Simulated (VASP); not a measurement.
Au: single point with PBEsol

The system is Au.

```
CELL_PARAMETERS angstrom
-1.62107 1.62107 1.62107
1.62107 -1.62107 1.62107
3.24215 3.24215 0.00000
ATOMIC_POSITIONS crystal
Au 0.95638 0.04362 0.00000
Au 0.54362 0.45638 0.50000
```

This cell differs from its parent crystal: mode 4 (9.3 1/cm) frozen in, largest displacement -0.200 Å.

```
Program                : VASP 6.6.1
Task                   : single point
Functional             : PBEsol
Potentials or basis    : VASP PAW PBE potentials, release 64 (Au)
Cutoff                 : 520 eV
k mesh                 : 22 × 22 × 14
Occupations            : gaussian, width 0.15 eV
Spin                   : no spin polarisation
Dipole correction      : no
Further INCAR settings : ALGO = Fast; EDIFF = 1e-07; NBANDS = 18
```

| Quantity | Value |
| --- | --- |
| Pressure | 0.4 GPa |
| Largest force | 0.028 eV/Å |
| Band gap on the k mesh | zero (band 11 reaches 13.18 eV, above the bottom of band 12 at 6.84 eV) |

Forces in eV/Å, atoms in the order of the input:
```
Au  -0.020  0.020  0.000
Au   0.020 -0.020  0.000
```

Stress tensor (GPa, compression positive):
```
 0.60  0.15  0.00
 0.15  0.60  0.00
 0.00  0.00 -0.10
```

Levels at points of the mesh, in eV from the Fermi level:
```
           k point  band 7  band 8  band 9  band 10  band 11  band 12  band 13  band 14  band 15  band 16
(0.00, 0.00, 0.00)   -3.23   -3.14   -3.00    -2.40    -1.64    -0.67     3.54    12.72    14.40    16.62
(0.50, 0.00, 0.00)   -3.92   -2.66   -2.46    -2.14     0.30     0.76     6.23     7.06     8.22    10.60
(0.50, 0.50, 0.00)   -2.54   -1.79   -1.60    -1.44     0.13     3.27     6.27     6.71     7.15     9.44
(0.00, 0.00, 0.50)   -3.59   -3.59   -3.13    -3.13    -2.39    -2.39    12.19    12.19    14.55    14.55
(0.50, 0.00, 0.50)   -2.68   -2.68   -1.65    -1.65    -0.39    -0.39     3.50     3.50    12.94    12.94
(0.50, 0.50, 0.50)   -3.13   -3.13   -1.51    -1.51     2.46     2.46     4.77     4.77    10.15    10.15
```

It took 12 min on 1 thread of Intel(R) Xeon(R) Platinum 8375C CPU @ 2.90GHz (Ice Lake), on a shared host, peak memory 0.6 GiB.

Caveat: the cell differs from its parent crystal (mode 4 (9.3 1/cm) frozen in, largest displacement -0.200 Å); the PAW data sets were made with another functional, which shifts forces and pressure a little; spin-orbit coupling is left out, which moves the levels of the heavy elements.
